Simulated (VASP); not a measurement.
Input of a VASP 6.6.1 run:

File INCAR:

```
PREC = Accurate
ENCUT = 520
EDIFF = 1E-7
ISMEAR = 0
SIGMA = 0.1
LREAL = False
LASPH = True
NELM = 80
ALGO = Normal
ISIF = 2
LWAVE = False
LCHARG = False
GGA = PS
NBANDS = 21
```

Contents of KPOINTS:

```
regular mesh
0
Gamma
  16 16 10
```

The input POSCAR:

```
ZrH
1.0
    3.1902763251      0.0000000000      0.0000000000
    0.0000000000      3.1902763251      0.0000000000
    0.2994304369      0.0000000000      4.9905072820
Zr H
2 2
Direct
    0.0000000000      0.5000000000      0.0000000000
    0.5000000000      0.0000000000      0.5000000000
   -0.0191394854      0.0000000000      0.7504824572
    0.0191394854      0.0000000000      0.2495175428
```

Potentials or basis: VASP PAW PBE potentials, release 64 (Zr_sv, H).

Command:

```bash
$ cat potpaw_PBE.64/Zr_sv/POTCAR potpaw_PBE.64/H/POTCAR > POTCAR
$ mpirun -np 1 vasp_std > vasp.out
```

(1) What does it give for the largest force?

(2) Estimate the pressure.

## Answers

(1) 0.003 eV/Å.

(2) 0.1 GPa.

Caveat: the cell differs from its parent crystal (shear of c along a, cell held: +6.0 %, then relaxed in part); the PAW data sets were made with another functional, which shifts forces and pressure a little.
